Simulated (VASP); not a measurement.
# CdSe (P6_3mc) in VASP: notebook

CdSe is run at these levels: PBE; tasks: single point.

Everything below comes from runs of VASP 6.6.1. Logs are shortened: lines on timing, memory, paths and dates and some standing lists are left out, and cuts for length are marked.

### Step 1. The cell of the first run

Symmetry: P6_3mc, No. 186, hexagonal system. The conventional cell has a = 4.630 Å, b = 4.630 Å, c = 6.046 Å, α = 90.00°, β = 90.00°, γ = 120.00°. Within 3.0 Å of Cd (site symmetry 3m) lie 4 Se at 2.27 to 2.78 Å. Se (site symmetry 3m) has 4 Cd at 2.27 to 2.78 Å within 3.0 Å.

### Step 2. Single point, PBE

Input file INCAR:

```
PREC = Accurate
ENCUT = 520
EDIFF = 1E-7
ISMEAR = 0
SIGMA = 0.05
LREAL = False
LASPH = True
NELM = 60
ALGO = Normal
ISIF = 2
LWAVE = False
LCHARG = True
GGA = PE
LELF = True
LVHAR = True
NBANDS = 26
```

Input file KPOINTS:

```
Automatic mesh
0
Gamma
  12 12 4
```

Input file POSCAR:

```
CdSe
1.0
    4.6304186651      0.0000000000      0.0000000000
   -2.3152093326      4.0100601942      0.0000000000
    0.0000000000      0.0000000000      6.0455160950
Cd Se
2 2
Direct
    0.6666666667      0.3333333333      0.0000000000
    0.3333333333      0.6666666667      0.5000000000
    0.6666666667      0.3333333333      0.3750000000
    0.3333333333      0.6666666667      0.8750000000
```

Potentials or basis: VASP PAW PBE potentials, release 64 (Cd, Se).

Command:

```bash
> cat potpaw_PBE.64/Cd/POTCAR potpaw_PBE.64/Se/POTCAR > POTCAR
> mpirun -np 1 vasp_std > vasp.out
```

OUTCAR:

```text
PREC = Accurate
   ENCUT = 520
   EDIFF = 1E-7
   ISMEAR = 0
   LREAL = False
   LASPH = True
   NELM = 60
   ISIF = 2
   GGA = PE

 ion  position               nearest neighbor table
   1  0.667  0.333  0.000-   3 2.27   4 2.78   4 2.78   4 2.78
   2  0.333  0.667  0.500-   4 2.27   3 2.78   3 2.78   3 2.78
   3  0.667  0.333  0.375-   1 2.27   2 2.78   2 2.78   2 2.78
   4  0.333  0.667  0.875-   2 2.27   1 2.78   1 2.78   1 2.78

  LATTYP: Found a hexagonal cell.
 ALAT       =     4.6304186651
 C/A-ratio  =     1.3056089594

  Lattice vectors:

 A1 = (   4.6304186651,   0.0000000000,   0.0000000000)
 A2 = (  -2.3152093326,   4.0100601942,   0.0000000000)
 A3 = (   0.0000000000,   0.0000000000,   6.0455160950)

Analysis of symmetry for initial positions (statically):
=====================================================================
 Subroutine PRICEL returns:
 Original cell was already a primitive cell.

 Routine SETGRP: Setting up the symmetry group for a
 hexagonal supercell.

 Subroutine GETGRP returns: Found 12 space group operations
 (whereof  6 operations were pure point group operations)
 out of a pool of 24 trial point group operations.

The static configuration has the point symmetry C_3v.
 The point group associated with its full space group is C_6v.

Analysis of symmetry for dynamics (positions and initial velocities):
=====================================================================
 Subroutine PRICEL returns:
 Original cell was already a primitive cell.

 Routine SETGRP: Setting up the symmetry group for a
 hexagonal supercell.

 Subroutine GETGRP returns: Found 12 space group operations
 (whereof  6 operations were pure point group operations)
 out of a pool of 24 trial point group operations.

The dynamic configuration has the point symmetry C_3v.
 The point group associated with its full space group is C_6v.

 Subroutine INISYM returns: Found 12 space group operations
 (whereof  6 operations are pure point group operations),
 and found     1 'primitive' translations

----------------------------------------------------------------------------------------

                                     Primitive cell

  volume of cell :     112.2547

  direct lattice vectors                    reciprocal lattice vectors
     4.630418665  0.000000000  0.000000000     0.215963193  0.124686408  0.000000000
    -2.315209333  4.010060194  0.000000000     0.000000000  0.249372815  0.000000000
     0.000000000  0.000000000  6.045516095     0.000000000  0.000000000  0.165411850

  length of vectors
     4.630418665  4.630418665  6.045516095     0.249372815  0.249372815  0.165411850

  position of ions in fractional coordinates (direct lattice)
     0.666666667  0.333333333  0.000000000
     0.333333333  0.666666667  0.500000000
     0.666666667  0.333333333  0.375000000
     0.333333333  0.666666667  0.875000000

  ion indices of the primitive-cell ions
   primitive index   ion index
                 1           1
                 2           2
                 3           3
                 4           4

----------------------------------------------------------------------------------------

 KPOINTS: Automatic mesh

Automatic generation of k-mesh.
 Grid dimensions read from file:
 generate k-points for:   12   12    4

 Generating k-lattice:

  Cartesian coordinates                     Fractional coordinates (reciprocal lattice)
     0.017996933  0.010390534  0.000000000     0.083333333  0.000000000  0.000000000
     0.000000000  0.020781068  0.000000000     0.000000000  0.083333333  0.000000000
     0.000000000  0.000000000  0.041352962     0.000000000  0.000000000  0.250000000

  Length of vectors
     0.020781068  0.020781068  0.041352962

  Shift w.r.t. Gamma in fractional coordinates (k-lattice)
     0.000000000  0.000000000  0.000000000

 Subroutine IBZKPT returns following result:
 ===========================================

 Found     57 irreducible k-points:

 Following reciprocal coordinates:
            Coordinates               Weight
  0.000000  0.000000  0.000000      1.000000
  0.083333  0.000000  0.000000      6.000000
  0.166667  0.000000  0.000000      6.000000
  0.250000 -0.000000  0.000000      6.000000
  0.333333 -0.000000  0.000000      6.000000
  0.416667 -0.000000  0.000000      6.000000
[... 16 lines left out ...]
  0.250000 -0.000000  0.250000     12.000000
  0.333333 -0.000000  0.250000     12.000000
 [... further k-points ...]
   k-points           NKPTS =     57   k-points in BZ     NKDIM =     57   number of bands    NBANDS=     26
   number of dos      NEDOS =    301   number of ions     NIONS =      4
   total plane-waves  NPLWV =  62208
   dimension x,y,z NGX =    36 NGY =   36 NGZ =   48
   dimension x,y,z NGXF=    72 NGYF=   72 NGZF=   96
   ions per type =               2   2
   NGX,Y,Z   is equivalent  to a cutoff of  12.93, 12.93, 13.20 a.u.
   NGXF,Y,Z  is equivalent  to a cutoff of  25.85, 25.85, 26.40 a.u.
 SYSTEM =  unknown system
   PREC   = accura    normal or accurate (medium, high low for compatibility)
   ISTART =      0    job   : 0-new  1-cont  2-samecut
   ICHARG =      2    charge: 1-file 2-atom 10-const
   ISPIN  =      1    spin polarized calculation?
   LNONCOLLINEAR =      F non collinear calculations
   LSORBIT =      F    spin-orbit coupling
   LASPH  =      T    aspherical Exc in radial PAW
   ENCUT  =  520.0 eV  38.22 Ry    6.18 a.u.   8.61  8.61 11.24*2*pi/ulx,y,z
   NELM   =     60;   NELMIN=  2; NELMDL= -5     # of ELM steps
   EDIFF  = 0.1E-06   stopping-criterion for ELM
   LREAL  =      F    real-space projection
   EDIFFG = 0.1E-05   stopping-criterion for IOM
   NSW    =      0    number of steps for IOM
   IBRION =     -1    ionic relax: 0-MD 1-quasi-New 2-CG
   NFREE  =      0    steps in history (QN), initial steepest desc. (CG)
   ISIF   =      2    stress and relaxation
   ISYM   =      2    0-nonsym 1-usesym 2-fastsym
   POTIM  = 0.5000    time-step for ionic-motion
   TEBEG  =    0.0;   TEEND  =   0.0 temperature during run
   PSTRESS=    0.0 pullay stress
   NELECT =      36.0000    total number of electrons
   NUPDOWN=      -1.0000    fix difference up-down
   EMIN   =  10.00;   EMAX   =-10.00  energy-range for DOS
   EFERMI =   0.00;   METHOD = LEGACY
   ISMEAR =     0;   SIGMA  =   0.05  broadening in eV -4-tet -1-fermi 0-gaus
   EFERMI_NEDOS =   21; number of points for ismear=-14 and -15
   IALGO  =     38    algorithm
   IMIX   =      4    mixing-type and parameters
     AMIX     =   0.40;   BMIX     =  1.00
     AMIX_MAG =   1.60;   BMIX_MAG =  1.00
  volume/ion in A,a.u.               =      28.06       189.38
  Fermi-wavevector in a.u.,A,eV,Ry     =   1.120575  2.117579 17.084668  1.255688
  Thomas-Fermi vector in A             =   2.257222
   LORBIT       =      0    0 simple, 1 ext, 2 COOP (PROOUT), +10 PAW based schemes
   GGA     = PE    functional components
   LHFCALC =     F    Hartree Fock is set to
   AEXX    =    0.0000 exact exchange contribution
   IVDW    =     0    specifies the selected vdW correction
   LEPSILON=     F    determine dielectric tensor
   LRPA    =     F    only Hartree local field effects (RPA)
 non-spin polarized calculation
 Gauss-broadening in eV      SIGMA  =   0.05
  energy-cutoff  :      520.00
  volume of cell :      112.25
 maximum number of plane-waves:      3046
 NGX is ok and might be reduce to    36

 number of electron      36.0000006 magnetization

 Free energy of the ion-electron system (eV)
  ---------------------------------------------------
  ext. energy  EPLUGINS =         0.00000000
  ---------------------------------------------------
  free energy    TOTEN  =        -9.41220107 eV

  energy without entropy =       -9.41220107  energy(sigma->0) =       -9.41220107

 E-fermi :   1.1379     XC(G=0):  -8.8510

 val. band max:        0.8834809176   @ k =   0.0000   0.0000   0.0000
 cond. band min:       1.7283148489   @ k =   0.0000   0.0000   0.0000
 fundamental gap:      0.8448339314
 Fermi energy:         1.1379081907

 k-point     1 :       0.0000    0.0000    0.0000
  band No.  band energies     occupation
      1     -11.8752      2.00000
      2     -11.3518      2.00000
      3      -7.2731      2.00000
      4      -7.0868      2.00000
      5      -7.0868      2.00000
      6      -6.8603      2.00000
[... 18 lines left out ...]
     25       9.1621      0.00000
     26       9.5747      0.00000

 k-point     2 :       0.0833    0.0000    0.0000
  band No.  band energies     occupation
      1     -11.8592      2.00000
      2     -11.3517      2.00000
      3      -7.2649      2.00000
      4      -7.0874      2.00000
      5      -7.0799      2.00000
      6      -6.8642      2.00000
[... 18 lines left out ...]
     25       9.0947      0.00000
     26       9.4772      0.00000

 k-point     3 :       0.1667    0.0000    0.0000
  band No.  band energies     occupation
      1     -11.8138      2.00000
      2     -11.3526      2.00000
      3      -7.2416      2.00000
      4      -7.0894      2.00000
      5      -7.0611      2.00000
      6      -6.8750      2.00000
[... 18 lines left out ...]
     25       8.6451      0.00000
     26       9.3506      0.00000

 k-point     4 :       0.2500   -0.0000    0.0000
  band No.  band energies     occupation
      1     -11.7472      2.00000
      2     -11.3580      2.00000
      3      -7.2079      2.00000
      4      -7.0931      2.00000
      5      -7.0377      2.00000
      6      -6.8930      2.00000
[... 18 lines left out ...]
     25       8.9722      0.00000
     26       9.4797      0.00000
[... 496 lines left out ...]
      1     -11.7273      2.00000
      2     -11.3965      2.00000
      3      -7.2406      2.00000
      4      -7.0719      2.00000
      5      -7.0496      2.00000
      6      -6.9461      2.00000
[... 18 lines left out ...]
     25       8.3712      0.00000
     26       9.4278      0.00000

 k-point    23 :       0.2500   -0.0000    0.2500
  band No.  band energies     occupation
      1     -11.6698      2.00000
      2     -11.3906      2.00000
      3      -7.2176      2.00000
      4      -7.0691      2.00000
      5      -7.0292      2.00000
      6      -6.9599      2.00000
[... 18 lines left out ...]
     25       8.4046      0.00000
     26       9.4866      0.00000

 k-point    24 :       0.3333   -0.0000    0.2500
  band No.  band energies     occupation
      1     -11.6060      2.00000
      2     -11.3907      2.00000
      3      -7.1932      2.00000
      4      -7.0676      2.00000
      5      -7.0247      2.00000
      6      -6.9751      2.00000
[... 18 lines left out ...]
     25       9.0772      0.00000
     26       9.5451      0.00000

 [... further k-points ...]

------------------------ aborting loop because EDIFF is reached ----------------------------------------

  FORCE on cell =-STRESS in cart. coord.  units (eV):
  Direction    XX          YY          ZZ          XY          YZ          ZX
  --------------------------------------------------------------------------------------
  -------------------------------------------------------------------------------------
  Total       -1.0862992     -1.0862992     21.5995319      0.0000000      0.0000000      0.0000000
  in kB      -15.5044194    -15.5044194    308.2835766      0.0000000      0.0000000      0.0000000
  external PRESSURE =      92.4249126 kB  Pullay stress =       0.0000000 kB

 VOLUME and BASIS-vectors are now :
 -----------------------------------------------------------------------------
  energy-cutoff  :      520.00
  volume of cell :      112.25
      direct lattice vectors                 reciprocal lattice vectors
     4.630418665  0.000000000  0.000000000     0.215963193  0.124686408  0.000000000
    -2.315209333  4.010060194  0.000000000     0.000000000  0.249372815  0.000000000
     0.000000000  0.000000000  6.045516095     0.000000000  0.000000000  0.165411850

 POSITION                                       TOTAL-FORCE (eV/Angst)
 -----------------------------------------------------------------------------------
      2.31521      1.33669      0.00000         0.000000      0.000000     -3.965439
     -0.00000      2.67337      3.02276        -0.000000      0.000000     -3.965439
      2.31521      1.33669      2.26707        -0.000000      0.000000      3.965439
     -0.00000      2.67337      5.28983         0.000000     -0.000000      3.965439
 -----------------------------------------------------------------------------------
    total drift:                               -0.000000     -0.000000     -0.000192

  FREE ENERGIE OF THE ION-ELECTRON SYSTEM (eV)
  ---------------------------------------------------
  free  energy   TOTEN  =        -9.4122010688 eV

  energy  without entropy=       -9.4122010688  energy(sigma->0) =       -9.41220107
```

Run time: 2 min. Hardware: 1 thread of Intel Xeon Platinum 8375C at 2.90GHz (Ice Lake), shared host; peak memory 0.32 GiB.

What came out:

- Free energy: -9.4122 eV
- Pressure: 9.2 GPa
- Largest force: 3.965 eV/Å
- Band gap on the k mesh: 0.84 eV

Forces on the atoms (eV/Å):
```
Cd   0.000  0.000 -3.965
Cd   0.000  0.000 -3.965
Se   0.000  0.000  3.965
Se   0.000  0.000  3.965
```

Caveat: the stress differs along the axes, from -2 to 31 GPa; forces of over 1 eV/Å act on the atoms, so gaps and moduli don't describe the material at rest.

### Step 3. Single point, PBE

This run uses another cell than the first one, of the same volume but with other edges.

Input file INCAR:

```
  PREC = Accurate
  ENCUT = 520
  EDIFF = 1E-6
  ISMEAR = 0
  SIGMA = 0.05
  LREAL = F
  LASPH = T
  NELM = 60
  ALGO = Normal
  ISIF = 2
  LWAVE = F
  LCHARG = T
  GGA = PE
  LELF = T
  LVHAR = T
  NBANDS = 26
```

Input file KPOINTS:

```
regular mesh
0
Gamma
  12 12 4
```

Input file POSCAR:

```
CdSe
1.0
    3.9385449373      0.0000000000      0.0000000000
   -1.9692724687      3.4108799697      0.0000000000
    0.0000000000      0.0000000000      8.3560742804
Cd Se
2 2
Direct
    0.6666666667      0.3333333333      0.0000000000
    0.3333333333      0.6666666667      0.5000000000
    0.6666666667      0.3333333333      0.3750000000
    0.3333333333      0.6666666667      0.8750000000
```

Potentials or basis: VASP PAW PBE potentials, release 64 (Cd, Se).

Command:

```bash
> cat potpaw_PBE.64/Cd/POTCAR potpaw_PBE.64/Se/POTCAR > POTCAR
> mpirun -np 1 vasp_std > vasp.out
```

It took 2 min on 1 thread of Intel Xeon Platinum 8375C at 2.90GHz (Ice Lake), shared host; peak memory 0.32 GiB.

It converged, with:

```
Free energy            : -9.7358 eV
Pressure               : 8.3 GPa
Largest force          : 1.090 eV/Å
Band gap on the k mesh : 0.07 eV
```

Forces in eV/Å, atoms in the order of the input:
```
Cd   0.000  0.000  1.090
Cd   0.000  0.000  1.090
Se   0.000  0.000 -1.090
Se   0.000  0.000 -1.090
```

Stress tensor (GPa, compression positive):
```
13.96  0.00  0.00
 0.00 13.96  0.00
 0.00  0.00 -3.09
```

Levels at points of the mesh, in eV from the valence-band top:
| k point | band 16 | band 17 | band 18 | band 19 | band 20 | band 21 |
| --- | --- | --- | --- | --- | --- | --- |
| (0.00, 0.00, 0.00) | -0.29 | 0.00 | 0.00 | 0.07 | 3.05 | 4.60 |
| (0.50, 0.00, 0.00) | -1.81 | -1.60 | -1.15 | 1.99 | 3.52 | 3.77 |
| (0.00, 0.00, 0.50) | -0.15 | -0.15 | -0.15 | 2.16 | 2.16 | 4.66 |
| (0.50, 0.00, 0.50) | -2.16 | -1.38 | -1.38 | 2.00 | 2.00 | 4.46 |

Caveat: the stress differs along the axes, from -3 to 14 GPa; semilocal functionals underestimate gaps, and a narrow one can read as zero; forces of over 1 eV/Å act on the atoms, so gaps and moduli don't describe the material at rest. A k mesh can miss the band edges.
